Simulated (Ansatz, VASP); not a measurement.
# Two plane-wave programs on Cu2O

The input INCAR:

```
PREC = Accurate
ENCUT = 600
EDIFF = 1E-6
ISMEAR = 0
SIGMA = 0.1
LREAL = F
LASPH = T
NELM = 200
ALGO = Normal
ISIF = 2
LWAVE = F
LCHARG = F
MAGMOM = 0 0 0 0 0 0 0 0 0 0 0 0 0 0 0 0 0 0
LORBIT = 11
LSORBIT = T
GGA_COMPAT = F
LORBMOM = T
LMAXMIX = 4
GGA = PE
NBANDS = 72
```

File KPOINTS:

```
Automatic mesh
0
Gamma
  8 8 8
```

File POSCAR:

```
Cu2O
1.0
    4.2989503182      0.0000000000      0.0000000000
    0.0000000000      4.2989503182      0.0000000000
    0.0000000000      0.0000000000      4.2989503182
Cu O
4 2
Direct
    0.2500000000      0.2500000000      0.2500000000
    0.7500000000      0.7500000000      0.2500000000
    0.7500000000      0.2500000000      0.7500000000
    0.2500000000      0.7500000000      0.7500000000
    0.0000000000      0.0000000000      0.0000000000
    0.5000000000      0.5000000000      0.5000000000
```

Input for Ansatz:

```yaml
crystal:
  lattice:
    - [4.2989503182, 0.0, 0.0]
    - [0.0, 4.2989503182, 0.0]
    - [0.0, 0.0, 4.2989503182]
  atoms:
    - { symbol: Cu, position: [0.25, 0.25, 0.25] }
    - { symbol: Cu, position: [0.75, 0.75, 0.25] }
    - { symbol: Cu, position: [0.75, 0.25, 0.75] }
    - { symbol: Cu, position: [0.25, 0.75, 0.75] }
    - { symbol: O, position: [0.0, 0.0, 0.0] }
    - { symbol: O, position: [0.5, 0.5, 0.5] }
basis:
  ecutwfc: 420
kpoints:
  mp_grid: { grid: [8, 8, 8] }
  band_path:
    path:
      - [[0.0, 0.0, 0.0], [0.0, 0.5, 0.0], [0.5, 0.5, 0.0], [0.0, 0.0, 0.0], [0.5, 0.5, 0.5], [0.0, 0.5, 0.0]]
      - [[0.5, 0.5, 0.5], [0.5, 0.5, 0.0]]
    npoints: 10
hamiltonian:
  xc: pbe
  pseudopotentials: { kind: paw_fr, azcp: { folder: soft_1 } }
scf:
  occupations: { method: gaussian, width: 0.1 }
  n_extra_bands: 18
output:
  forces: true
  stress: true
  eigenvalues: true
  dos: { projected: false, de: 0.02, nscf_kmesh: { grid: [12, 12, 12] } }
  write_density: true
  write_potential: true
  elf: true
  volumetric_format: npy
magnetization:
  noncollinear: true
  spin_orbit: true
```

Alike in both runs: task single point; functional PBE; k mesh 8 × 8 × 8; occupations gaussian, width 0.1 eV; non-collinear spin, spin-orbit coupling.

|  | VASP | Ansatz |
| --- | --- | --- |
| version | VASP 6.6.1 | Ansatz 0.2.0 |
| potentials or method | VASP PAW PBE potentials, release 64 (Cu, O), cutoff 600 eV | plane waves, PAW |
| valence electrons in the cell | 56 | 88 |

```csv
,VASP,Ansatz,Ansatz less VASP
pressure (GPa),0.7,0.0,-0.74
net moment per atom (μB),0.00,0.00,0.000
```

The functional is the same, so the differences come from potentials, cutoffs and numerics. VASP's potentials hold 56 valence electrons a cell and Ansatz's 88, so a difference there can come from the potentials and not from the codes.
